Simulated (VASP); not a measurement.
The system is Ga2SnSe3.

```
CELL_PARAMETERS angstrom
3.94064 0.00000 0.00000
0.00000 3.94064 0.00000
0.00000 0.00000 9.60606
ATOMIC_POSITIONS crystal
Ga 0.00000 0.00000 0.00948
Ga 0.50000 0.50000 0.49382
Sn 0.50000 0.50000 0.16581
Se 0.00000 0.00000 0.67095
Se 0.00000 0.00000 0.32576
Se 0.50000 0.50000 0.83418
```

The cell was built from a structure type or drawn by symmetry, and may not be a known phase.

```yaml
Program: VASP 6.6.1
Task: relaxation of cell and atoms
Functional: PBE
Potentials_or_basis: VASP PAW PBE potentials, release 64 (Ga_d, Sn_d, Se)
Cutoff: 600 eV
k_mesh: 4 × 4 × 2
Occupations: gaussian, width 0.1 eV
Spin: no spin polarisation
```

At the start: pressure -3.2 GPa; volume 24.86 Å³/atom.

Q: How do energy, volume and symmetry change on relaxing?

A: Over 47 steps the energy falls by 477.8 meV/atom and the volume is 27.22 Å³/atom (+9.5 %); space group P4mm (No. 99, to 0.1 Å) before and after.

Step by step:
| step | energy change (eV) | largest force (eV/Å) | pressure (GPa) | volume (Å³) |
| --- | --- | --- | --- | --- |
| 1 | 0.0000 | 0.8684 | -3.22 | 149.17 |
| 3 | -0.2567 | 1.0936 | 1.40 | 132.29 |
| 5 | -0.7163 | 0.7408 | 4.04 | 127.34 |
| 7 | -1.1093 | 0.7632 | -1.49 | 145.19 |
| 9 | -1.2607 | 0.8314 | -2.46 | 151.57 |
| 11 | -2.1680 | 0.9791 | -2.36 | 173.35 |
| 13 | -2.3326 | 1.0144 | 0.24 | 164.49 |
| 15 | -2.4105 | 0.3194 | -0.23 | 165.33 |
| 17 | -2.5514 | 0.5479 | -0.39 | 160.25 |
| 19 | -2.5857 | 0.4080 | -0.09 | 155.46 |
| 21 | -2.6106 | 0.4698 | 0.79 | 152.15 |
| 23 | -2.6944 | 0.4564 | -0.30 | 157.55 |
| 25 | -2.7346 | 0.4139 | 0.27 | 157.30 |
| 27 | -2.7701 | 0.2167 | 0.63 | 157.72 |
| 29 | -2.7905 | 0.2499 | -0.06 | 161.15 |
| 31 | -2.8006 | 0.1388 | -0.54 | 162.98 |
| 33 | -2.8155 | 0.1549 | 0.32 | 160.35 |
| 35 | -2.8338 | 0.2710 | 0.32 | 160.19 |
| 37 | -2.8557 | 0.2569 | -0.04 | 161.03 |
| 39 | -2.8619 | 0.0747 | 0.09 | 161.01 |
| 41 | -2.8630 | 0.0706 | 0.04 | 161.41 |
| 43 | -2.8647 | 0.0709 | -0.04 | 162.20 |
| 45 | -2.8659 | 0.0686 | 0.17 | 162.07 |
| 47 | -2.8669 | 0.0394 | -0.02 | 163.31 |

Final structure:
```
Ga Sn Se
1.0
     3.98137    0.00000    0.00000
     0.00000    3.98137    0.00000
     0.00000    0.00000   10.30276
Ga Sn Se
2 1 3
Direct
  0.00000 0.00000 0.88850
  0.50000 0.50000 0.65295
  0.50000 0.50000 0.19381
  0.00000 0.00000 0.63258
  0.00000 0.00000 0.21610
  0.50000 0.50000 0.91607
```

Caveat: the k points lie up to 0.39 Å⁻¹ apart in the final cell, too coarse for converged energies and pressures of a metal; this functional lacks dispersion, which binds the layers, so the pressure and a relaxed spacing across them are unreliable.
